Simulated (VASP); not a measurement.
Runs of VASP 6.6.1 on AlN. The structure is that of space group Pmmm (No. 47), or close to it. The cells are those of the table. 

```tsv
spin	cell	k mesh	smearing	gap on the mesh (eV)
off	a = 4.958, b = 3.376, c = 23.800 Å, 2 atoms	6 × 8 × 1	gaussian 0.02 eV	(a)
off	a = 4.320, b = 3.375, c = 23.800 Å, 2 atoms	4 × 6 × 1	gaussian 0.1 eV	1.54
collinear, ferromagnetic start	a = 4.320, b = 3.375, c = 23.800 Å, 2 atoms	6 × 4 × 1	gaussian 0.1 eV	1.53
off	a = 4.320, b = 3.375, c = 23.800 Å, 2 atoms	6 × 8 × 1	gaussian 0.02 eV	1.54
```

Alike in all rows: task single point; level PBE; potentials or basis VASP PAW PBE potentials, release 64 (Al, N); cutoff (eV) 520.

Fill in the values left out.

(a) 1.90.

Caveats: some runs use coarse meshes.

A k mesh can miss the band edges.
